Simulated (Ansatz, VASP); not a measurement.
**Two plane-wave programs on Ta2F**

```xyz
6
Lattice="6.4539 0.0000 -0.7094 0.0000 2.8608 0.0000 -0.5869 0.0000 5.5448" Properties=species:S:1:pos:R:3 pbc="T T T"
Ta    4.0893    1.8147    1.8115
Ta    2.0711    0.3843    0.2516
Ta    1.7777    1.0461    3.0240
Ta    3.7959    2.4765    4.5839
F     0.0000    0.0000    0.0000
F    -0.2934    1.4304    2.7724
```

Alike in both runs: functional PBE; k mesh 3 × 5 × 3; occupations gaussian, width 0.2 eV; no spin polarisation.

Ansatz relaxed the structure, and its values are those at the end. VASP's run is a single point on that final structure, the one shown.

```csv
,VASP,Ansatz
version,VASP 6.6.1,Ansatz 0.2.0
potentials or method,"VASP PAW PBE potentials, release 64 (Ta_sv_GW, F), cutoff 600 eV","scalar-relativistic, plane waves, PAW"
valence electrons in the cell,66,66
```

|  | VASP | Ansatz | Ansatz less VASP |
| --- | --- | --- | --- |
| gap on the k mesh at the Fermi level (eV) | none | none | - |
| pressure (GPa) | -0.5 | -0.2 | +0.37 |
| rms of the force components (eV/Å) | 0.040 | 0.029 | -0.0112 |

A gap of «none» marks a metal or a gap that the smearing closes.

The k mesh is coarse, so the values compare programs but aren't converged. Neither program's run includes spin-orbit coupling.
